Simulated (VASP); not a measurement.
# W in VASP: single point with PBE

Aim: the single point of W with PBE.

All numbers are computed with VASP 6.6.1; they aren't measurements. Logs are shortened: lines on timing, memory, paths and dates and some standing lists are left out, and cuts for length are marked.

## Step 1: The cell of the first run

The cell holds a slab with vacuum, 4 atoms: a = 2.757 Å, b = 2.757 Å, c = 28.507 Å, α = 90.00°, β = 90.00°, γ = 109.47°.

## Step 2: Single point, PBE

The input, INCAR:

```
ALGO = Normal ; DIPOL = 0.5 0.5 0.327
EDIFF = 1E-6 ; ENCUT = 400
GGA = PE ; GGA_COMPAT = F
IDIPOL = 3 ; ISIF = 2
ISMEAR = 1 ; LASPH = T
LCHARG = F ; LDIPOL = T
LREAL = F ; LWAVE = F
NBANDS = 36 ; NELM = 120
NELMDL = -8 ; PREC = Accurate
SIGMA = 0.1
```

The input, KPOINTS:

```
k-points
0
Gamma
  20 20 1
```

The input, POSCAR:

```
W
1.0
    2.7571790179      0.0000000004      0.0000000000
   -0.9190597059      2.5994932956      0.0000000000
    0.0000000000      0.0000000000     28.5070089583
W
4
Direct
    0.0000000000      0.0000000000      0.2104745541
    0.5000000000      0.5000000000      0.2867399073
    0.0000000000      0.0000000000      0.3657882586
    0.5000000000      0.5000000000      0.4444625519
```

Potentials or basis: VASP PAW PBE potentials, release 64 (W_sv).

Started as:

```sh
$ cat potpaw_PBE.64/W_sv/POTCAR > POTCAR
$ mpirun -np 1 vasp_std > vasp.out
```

OUTCAR:

```text
EDIFF = 1E-6
   ENCUT = 400
   GGA = PE
   ISIF = 2
   ISMEAR = 1
   LASPH = T
   LREAL = F
   NELM = 120
   NELMDL = -8
   PREC = Accurate

 ion  position               nearest neighbor table
   1  0.000  0.000  0.210-   2 2.69   2 2.69   2 3.13   2 3.13
   2  0.500  0.500  0.287-   1 2.69   1 2.69   3 2.76   3 2.76   1 3.13   1 3.13   3 3.19   3 3.19

   3  0.000  0.000  0.366-   4 2.75   4 2.75   2 2.76   2 2.76   4 3.18   4 3.18   2 3.19   2 3.19

   4  0.500  0.500  0.444-   3 2.75   3 2.75   3 3.18   3 3.18

  LATTYP: Found a base centered orthorhombic cell.
 ALAT       =     3.1837160679
 B/A-ratio  =     1.4142135813
 C/A-ratio  =     8.9540048014

  Lattice vectors:

 A1 = (   2.7571790179,   0.0000000004,   0.0000000000)
 A2 = (  -0.9190597059,   2.5994932956,   0.0000000000)
 A3 = (   0.0000000000,   0.0000000000,  28.5070089583)

Analysis of symmetry for initial positions (statically):
=====================================================================
 Subroutine PRICEL returns:
 Original cell was already a primitive cell.

 Routine SETGRP: Setting up the symmetry group for a
 base centered orthorhombic supercell.

 Subroutine GETGRP returns: Found  4 space group operations
 (whereof  4 operations were pure point group operations)
 out of a pool of  8 trial point group operations.

The static configuration has the point symmetry C_2v.

Analysis of symmetry for dynamics (positions and initial velocities):
=====================================================================
 Subroutine PRICEL returns:
 Original cell was already a primitive cell.

 Routine SETGRP: Setting up the symmetry group for a
 base centered orthorhombic supercell.

 Subroutine GETGRP returns: Found  4 space group operations
 (whereof  4 operations were pure point group operations)
 out of a pool of  8 trial point group operations.

The dynamic configuration has the point symmetry C_2v.

 Subroutine INISYM returns: Found  4 space group operations
 (whereof  4 operations are pure point group operations),
 and found     1 'primitive' translations

----------------------------------------------------------------------------------------

                                     Primitive cell

  volume of cell :     204.3174

  direct lattice vectors                    reciprocal lattice vectors
     2.757179018  0.000000000  0.000000000     0.362689544  0.128230123  0.000000000
    -0.919059706  2.599493296  0.000000000    -0.000000000  0.384690355  0.000000000
     0.000000000  0.000000000 28.507008958     0.000000000  0.000000000  0.035079092

  length of vectors
     2.757179018  2.757179018 28.507008958     0.384690355  0.384690355  0.035079092

  position of ions in fractional coordinates (direct lattice)
     0.000000000  0.000000000  0.210474554
     0.500000000  0.500000000  0.286739907
     0.000000000  0.000000000  0.365788259
     0.500000000  0.500000000  0.444462552

  ion indices of the primitive-cell ions
   primitive index   ion index
                 1           1
                 2           2
                 3           3
                 4           4

----------------------------------------------------------------------------------------

 KPOINTS: k-points

Automatic generation of k-mesh.
 Grid dimensions read from file:
 generate k-points for:   20   20    1

 Generating k-lattice:

  Cartesian coordinates                     Fractional coordinates (reciprocal lattice)
     0.018134477  0.006411506  0.000000000     0.050000000  0.000000000  0.000000000
    -0.000000000  0.019234518  0.000000000     0.000000000  0.050000000  0.000000000
     0.000000000  0.000000000  0.035079092     0.000000000  0.000000000  1.000000000

  Length of vectors
     0.019234518  0.019234518  0.035079092

  Shift w.r.t. Gamma in fractional coordinates (k-lattice)
     0.000000000  0.000000000  0.000000000

 Subroutine IBZKPT returns following result:
 ===========================================

 Found    111 irreducible k-points:

 Following reciprocal coordinates:
            Coordinates               Weight
  0.000000  0.000000  0.000000      1.000000
  0.050000  0.000000  0.000000      4.000000
  0.100000  0.000000  0.000000      4.000000
  0.150000  0.000000  0.000000      4.000000
  0.200000  0.000000  0.000000      4.000000
  0.250000  0.000000  0.000000      4.000000
[... 16 lines left out ...]
 -0.400000  0.050000  0.000000      4.000000
 -0.350000  0.050000  0.000000      4.000000
 [... further k-points ...]
   k-points           NKPTS =    111   k-points in BZ     NKDIM =    111   number of bands    NBANDS=     36
   number of dos      NEDOS =    301   number of ions     NIONS =      4
   total plane-waves  NPLWV =  62208
   dimension x,y,z NGX =    18 NGY =   18 NGZ =  192
   dimension x,y,z NGXF=    36 NGYF=   36 NGZF=  384
   ions per type =               4
   NGX,Y,Z   is equivalent  to a cutoff of  10.85, 10.85, 11.20 a.u.
   NGXF,Y,Z  is equivalent  to a cutoff of  21.71, 21.71, 22.39 a.u.
 SYSTEM =  unknown system
   PREC   = accura    normal or accurate (medium, high low for compatibility)
   ISTART =      0    job   : 0-new  1-cont  2-samecut
   ICHARG =      2    charge: 1-file 2-atom 10-const
   ISPIN  =      1    spin polarized calculation?
   LNONCOLLINEAR =      F non collinear calculations
   LSORBIT =      F    spin-orbit coupling
   LASPH  =      T    aspherical Exc in radial PAW
   ENCUT  =  400.0 eV  29.40 Ry    5.42 a.u.   4.50  4.50 46.49*2*pi/ulx,y,z
   NELM   =    120;   NELMIN=  2; NELMDL= -8     # of ELM steps
   EDIFF  = 0.1E-05   stopping-criterion for ELM
   LREAL  =      F    real-space projection
[... 7 lines left out ...]
   TEBEG  =    0.0;   TEEND  =   0.0 temperature during run
   PSTRESS=    0.0 pullay stress
   NELECT =      56.0000    total number of electrons
   NUPDOWN=      -1.0000    fix difference up-down
   EMIN   =  10.00;   EMAX   =-10.00  energy-range for DOS
   EFERMI =   0.00;   METHOD = LEGACY
   ISMEAR =     1;   SIGMA  =   0.10  broadening in eV -4-tet -1-fermi 0-gaus
   EFERMI_NEDOS =   21; number of points for ismear=-14 and -15
   IALGO  =     38    algorithm
   IMIX   =      4    mixing-type and parameters
     AMIX     =   0.40;   BMIX     =  1.00
     AMIX_MAG =   1.60;   BMIX_MAG =  1.00
  volume/ion in A,a.u.               =      51.08       344.70
  Fermi-wavevector in a.u.,A,eV,Ry     =   1.063414  2.009561 15.386141  1.130849
  Thomas-Fermi vector in A             =   2.198898
   LORBIT       =      0    0 simple, 1 ext, 2 COOP (PROOUT), +10 PAW based schemes
   GGA     = PE    functional components
   LHFCALC =     F    Hartree Fock is set to
   AEXX    =    0.0000 exact exchange contribution
   IVDW    =     0    specifies the selected vdW correction
   LEPSILON=     F    determine dielectric tensor
   LRPA    =     F    only Hartree local field effects (RPA)
 non-spin polarized calculation
 Methfessel and Paxton  Order N= 1 SIGMA  =   0.10
  energy-cutoff  :      400.00
  volume of cell :      204.32
 maximum number of plane-waves:      3789
 NGX is ok and might be reduce to    18
   NGX =  9   NGY =  9   NGZ = 93

 dipolmoment           0.000000      0.000000     -0.158570 electrons x Angstroem

 number of electron      56.0000015 magnetization

 dipolmoment           0.000000      0.000000      0.003370 electrons x Angstroem

 Free energy of the ion-electron system (eV)
  ---------------------------------------------------
  ext. energy  EPLUGINS =         0.00000000
  ---------------------------------------------------
  free energy    TOTEN  =       -48.87717916 eV

  energy without entropy =      -48.87637437  energy(sigma->0) =      -48.87691090

 E-fermi :   0.2617     XC(G=0):  -5.0399

 val. band max:        0.2304987456   @ k =  -0.3000   0.2500   0.0000
 cond. band min:       0.2760951114   @ k =   0.3500   0.3500   0.0000
 fundamental gap:      0.0455963658
 Fermi energy:         0.2616617497

 k-point     1 :       0.0000    0.0000    0.0000
  band No.  band energies     occupation
      1     -73.9700      2.00000
      2     -73.9071      2.00000
      3     -73.7938      2.00000
      4     -73.7536      2.00000
      5     -38.6768      2.00000
      6     -38.3752      2.00000
[... 28 lines left out ...]
     35       2.5154      0.00000
     36       2.5675      0.00000

 k-point     2 :       0.0500    0.0000    0.0000
  band No.  band energies     occupation
      1     -73.9680      2.00000
      2     -73.9057      2.00000
      3     -73.7924      2.00000
      4     -73.7523      2.00000
      5     -38.6694      2.00000
      6     -38.3757      2.00000
[... 28 lines left out ...]
     35       2.4868      0.00000
     36       2.5788      0.00000

 k-point     3 :       0.1000    0.0000    0.0000
  band No.  band energies     occupation
      1     -73.9622      2.00000
      2     -73.9015      2.00000
      3     -73.7886      2.00000
      4     -73.7487      2.00000
      5     -38.6476      2.00000
      6     -38.3787      2.00000
[... 28 lines left out ...]
     35       2.4735      0.00000
     36       2.5429      0.00000
[... 742 lines left out ...]
 k-point    23 :      -0.4000    0.0500    0.0000
  band No.  band energies     occupation
      1     -73.8928      2.00000
      2     -73.8559      2.00000
      3     -73.7441      2.00000
      4     -73.7066      2.00000
      5     -38.6717      2.00000
      6     -38.6279      2.00000
[... 28 lines left out ...]
     35       3.4192      0.00000
     36       3.7498      0.00000

 k-point    24 :      -0.3500    0.0500    0.0000
  band No.  band energies     occupation
      1     -73.9040      2.00000
      2     -73.8615      2.00000
      3     -73.7501      2.00000
      4     -73.7122      2.00000
      5     -38.5978      2.00000
      6     -38.5459      2.00000
[... 28 lines left out ...]
     35       3.2503      0.00000
     36       3.3422      0.00000

 [... further k-points ...]

------------------------ aborting loop because EDIFF is reached ----------------------------------------

 vacuum level on the upper side and lower side of the slab       (xc-potential included)         0.033        -0.049

  FORCE on cell =-STRESS in cart. coord.  units (eV):
  Direction    XX          YY          ZZ          XY          YZ          ZX
  --------------------------------------------------------------------------------------
  -------------------------------------------------------------------------------------
  Total       -3.9685670     -4.5838715     -1.1435602     -0.8701720      0.0000000      0.0000000
  in kB      -31.1199567    -35.9449350     -8.9673532     -6.8235495      0.0000000      0.0000000
  external PRESSURE =     -25.3440816 kB  Pullay stress =       0.0000000 kB

 VOLUME and BASIS-vectors are now :
 -----------------------------------------------------------------------------
  energy-cutoff  :      400.00
  volume of cell :      204.32
      direct lattice vectors                 reciprocal lattice vectors
     2.757179018  0.000000000  0.000000000     0.362689544  0.128230123  0.000000000
    -0.919059706  2.599493296  0.000000000    -0.000000000  0.384690355  0.000000000
     0.000000000  0.000000000 28.507008958     0.000000000  0.000000000  0.035079092

 POSITION                                       TOTAL-FORCE (eV/Angst)
 -----------------------------------------------------------------------------------
      0.00000      0.00000      6.00000        -0.000000      0.000000     -0.007256
      0.91906      1.29975      8.17410        -0.000000      0.000000     -0.049747
      0.00000      0.00000     10.42753        -0.000000      0.000000      0.608658
      0.91906      1.29975     12.67030         0.000000      0.000000     -0.551656
 -----------------------------------------------------------------------------------
    total drift:                               -0.000000     -0.000000     -0.000345

  FREE ENERGIE OF THE ION-ELECTRON SYSTEM (eV)
  ---------------------------------------------------
  free  energy   TOTEN  =       -48.8771791582 eV

  energy  without entropy=      -48.8763743686  energy(sigma->0) =      -48.87691090

 vacuum level on the upper side and lower side of the slab         5.086         5.002
```

Wall time 13 min (1 thread of Intel Xeon Platinum 8259CL at 2.50GHz (Skylake/Cascade Lake), shared host); peak memory 0.5 GiB.

What came out:

```yaml
Free_energy: -48.8772 eV
Largest_force: 0.609 eV/Å
Band_gap_on_the_k_mesh: zero (band 28 reaches 1.52 eV, above the bottom of band 29 at -0.58 eV)
```

Forces on the atoms (eV/Å):
```
W    0.000  0.000 -0.007
W    0.000  0.000 -0.050
W    0.000  0.000  0.609
W    0.000  0.000 -0.552
```

Levels at points of the mesh, in eV from the Fermi level:
| k point | band 26 | band 27 | band 28 | band 29 | band 30 | band 31 |
| --- | --- | --- | --- | --- | --- | --- |
| (0.00, 0.00, 0.00) | -1.32 | -1.15 | -0.79 | -0.35 | 0.62 | 0.75 |
| (0.50, 0.00, 0.00) | -1.35 | 0.68 | 0.70 | 1.84 | 1.86 | 2.16 |
| (0.50, 0.50, 0.00) | 0.53 | 0.66 | 1.08 | 1.12 | 1.71 | 1.95 |

Caveat: spin-orbit coupling is left out, which moves the levels of the heavy elements.
